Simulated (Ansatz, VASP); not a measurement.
## SnO2: VASP beside Ansatz

INCAR

```
SYSTEM = SnO2
ALGO = Normal
EDIFF = 1E-6
ENCUT = 520
GGA = PS
ISIF = 2
ISMEAR = 0
LASPH = .True.
LCHARG = .True.
LELF = .True.
LREAL = .False.
LVHAR = .True.
LWAVE = .False.
NBANDS = 35
NELM = 60
PREC = Accurate
SIGMA = 0.1
```

The input KPOINTS:

```
k-points
0
Gamma
  4 4 6
  0 0 0
```

Contents of POSCAR:

```
SnO2
1.0
    4.7880040000      0.0000000000      0.0000000000
    0.0000000000      4.8665820000      0.0000000000
    0.0000000000      0.0000000000      3.2408980000
Sn O
2 4
Direct
    0.5000000000      0.5000000000      0.5000000000
    0.0000000000      0.0000000000      0.0000000000
    0.2918550000      0.3210420000      0.0000000000
    0.7918550000      0.1789580000      0.5000000000
    0.2081450000      0.8210420000      0.5000000000
    0.7081450000      0.6789580000      0.0000000000
```

Input for Ansatz:

```yaml
crystal:
  lattice:
    - [4.788004, 0.0, 0.0]
    - [0.0, 4.866582, 0.0]
    - [0.0, 0.0, 3.240898]
  atoms:
    - { symbol: Sn, position: [0.5, 0.5, 0.5] }
    - { symbol: Sn, position: [0.0, 0.0, 0.0] }
    - { symbol: O, position: [0.291855, 0.321042, 0.0] }
    - { symbol: O, position: [0.791855, 0.178958, 0.5] }
    - { symbol: O, position: [0.208145, 0.821042, 0.5] }
    - { symbol: O, position: [0.708145, 0.678958, 0.0] }
basis:
  ecutwfc: 420
kpoints:
  mp_grid: { grid: [4, 4, 6] }
hamiltonian:
  xc: pbesol
  pseudopotentials: { kind: paw, azcp: { folder: soft_1 } }
scf:
  occupations: { method: gaussian, width: 0.1 }
output:
  forces: true
  stress: true
  eigenvalues: true
```

Alike in both runs: task single point; functional PBEsol; k mesh 4 × 4 × 6; occupations gaussian, width 0.1 eV; no spin polarisation.

|  | VASP | Ansatz |
| --- | --- | --- |
| version | VASP 6.6.1 | Ansatz 0.2.0 |
| potentials or method | VASP PAW PBE potentials, release 64 (Sn_d, O), cutoff 520 eV | scalar-relativistic, plane waves, PAW |
| valence electrons in the cell | 52 | 52 |

Ansatz gave:

```
gap on the k mesh at the Fermi level (eV)                     : 0.73
least direct gap on the mesh (eV)                             : 0.73
pressure (GPa)                                                : -6.4
traceless stress, the component that is largest in VASP (GPa) : -0.86
rms of the force components (eV/Å)                            : 0.056
```

Estimate VASP's values.

gap on the k mesh at the Fermi level (eV): 0.72; least direct gap on the mesh (eV): 0.72; pressure (GPa): -5.8; traceless stress, the component that is largest in VASP (GPa): -0.63; rms of the force components (eV/Å): 0.049.

VASP's potentials were made for PBE, not for PBEsol, and Ansatz warns of the same on its side. Atom by atom the forces differ by 0.009 eV/Å (rms over components).
